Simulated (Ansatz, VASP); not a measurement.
Ge: VASP beside Ansatz

```xyz
2
Lattice="0.0000 2.8085 2.8085 2.8085 0.0000 2.8085 2.8085 2.8085 0.0000" Properties=species:S:1:pos:R:3 pbc="T T T"
Ge    0.0000    0.0000    0.0000
Ge    1.4242    1.4042    1.4042
```

Alike in both runs: task single point; functional LDA; k mesh 24 × 24 × 24; occupations gaussian, width 0.03 eV; no spin polarisation.

|  | VASP | Ansatz |
| --- | --- | --- |
| version | VASP 6.6.1 | Ansatz 0.2.0 |
| potentials or method | VASP PAW LDA potentials, release 64 (Ge_d) | scalar-relativistic, plane waves, PAW |
| plane-wave cutoff (eV) | 520 | 420 |
| valence electrons in the cell | 28 | 28 |

|  | VASP | Ansatz | Ansatz less VASP |
| --- | --- | --- | --- |
| gap on the k mesh at the Fermi level (eV) | 0.04 | 0.03 | -0.012 |
| least direct gap on the mesh (eV) | 0.04 | 0.09 | +0.047 |
| pressure (GPa) | 0.3 | 0.2 | -0.12 |
| traceless stress, the component that is largest in VASP (GPa) | -0.63 | -0.63 | +0.007 |
| rms of the force components (eV/Å) | 0.135 | 0.133 | -0.0016 |

LDA's correlation is that of Perdew and Zunger in VASP and of Perdew and Wang (1992) in Ansatz. Atom by atom the forces differ by 0.002 eV/Å (rms over components).
